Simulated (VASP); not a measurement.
The system is Ta5W.

```
CELL_PARAMETERS angstrom
2.87786 0.00000 0.00000
0.00000 2.87786 0.00000
0.00000 0.00000 12.20973
ATOMIC_POSITIONS crystal
Ta 0.00000 0.00000 0.83333
Ta 0.50000 0.50000 0.00000
Ta 0.00000 0.00000 0.16667
Ta 0.50000 0.50000 0.33333
Ta 0.50000 0.50000 0.66667
W 0.00000 0.00000 0.50000
```

| Item | Value |
| --- | --- |
| Program | VASP 6.6.1 |
| Task | relaxation of cell and atoms |
| Functional | PBE |
| Potentials or basis | VASP PAW PBE potentials, release 64 (Ta_pv, W_sv) |
| Cutoff | 600 eV |
| k mesh | 6 × 6 × 2 |
| Occupations | gaussian, width 0.1 eV |
| Spin | no spin polarisation |

At the start: pressure 21.3 GPa; volume 16.85 Å³/atom.

Problem. Where does the relaxation end?

Solution. Over 34 steps the energy falls by 192.5 meV/atom and the volume is 18.28 Å³/atom (+8.5 %); space group P4/mmm (No. 123, to 0.1 Å) before and after.

The path:
| step | energy change (eV) | largest force (eV/Å) | pressure (GPa) | volume (Å³) |
| --- | --- | --- | --- | --- |
| 1 | 0.0000 | 0.6138 | 21.30 | 101.12 |
| 2 | 2.4169 | 0.3236 | -29.44 | 137.57 |
| 3 | -0.5833 | 0.4923 | -1.60 | 111.18 |
| 4 | -0.5868 | 0.4999 | -0.29 | 110.47 |
| 5 | -0.5867 | 0.5020 | 0.07 | 110.28 |
| 6 | -0.6124 | 0.3665 | 0.08 | 110.23 |
| 7 | -0.6644 | 0.2968 | 0.33 | 110.09 |
| 8 | -0.5886 | 0.9097 | 2.41 | 109.74 |
| 9 | -0.6704 | 0.2918 | 0.62 | 110.02 |
| 10 | -0.6909 | 0.3499 | -0.87 | 110.83 |
| 11 | -0.7093 | 0.4596 | -2.97 | 112.17 |
| 12 | -0.7164 | 0.4823 | -2.97 | 112.17 |
| 13 | -0.7364 | 0.5501 | -3.00 | 112.19 |
| 14 | -0.7718 | 0.6420 | -3.04 | 112.18 |
| 15 | -0.7719 | 0.9475 | -2.47 | 112.05 |
| 16 | -0.7857 | 0.7565 | -2.84 | 112.14 |
| 17 | -0.8141 | 0.8023 | -1.73 | 111.49 |
| 18 | -0.8656 | 0.9350 | 1.78 | 109.52 |
| 19 | -0.8699 | 0.9832 | 3.38 | 108.66 |
| 20 | -0.9065 | 0.9428 | 2.99 | 108.77 |
| 21 | -0.9829 | 0.7201 | 2.14 | 109.06 |
| 22 | -0.8675 | 0.5283 | 1.50 | 109.48 |
| 23 | -0.9940 | 0.6828 | 1.84 | 109.16 |
| 24 | -1.0270 | 0.6263 | 0.19 | 109.98 |
| 25 | -1.0556 | 0.5080 | -3.46 | 111.90 |
| 26 | -1.0791 | 0.4752 | -2.93 | 111.53 |
| 27 | -1.1220 | 0.3374 | -1.11 | 110.42 |
| 28 | -1.1269 | 0.2515 | -0.13 | 109.87 |
| 29 | -1.1354 | 0.2053 | 0.11 | 109.73 |
| 30 | -1.1508 | 0.0867 | 0.84 | 109.29 |
| 31 | -1.1523 | 0.0699 | 1.20 | 109.08 |
| 32 | -1.1534 | 0.0380 | -0.74 | 110.09 |
| 33 | -1.1547 | 0.0515 | 0.07 | 109.66 |
| 34 | -1.1551 | 0.0380 | 0.00 | 109.70 |

Final structure:
```yaml
crystal:
  lattice:
    - [2.77215, 0.00000, 0.00000]
    - [0.00000, 2.77215, 0.00000]
    - [0.00000, 0.00000, 14.27505]
  atoms:
    - { symbol: Ta, position: [0.00000, 0.00000, 0.83132] }
    - { symbol: Ta, position: [0.50000, 0.50000, 0.00000] }
    - { symbol: Ta, position: [0.00000, 0.00000, 0.16868] }
    - { symbol: Ta, position: [0.50000, 0.50000, 0.33573] }
    - { symbol: Ta, position: [0.50000, 0.50000, 0.66427] }
    - { symbol: W, position: [0.00000, 0.00000, 0.50000] }
```

Caveat: the k points lie up to 0.38 Å⁻¹ apart in the final cell, too coarse for converged energies and pressures of a metal; a cell axis changed by over 15 % at a fixed basis, so the end point is rough.
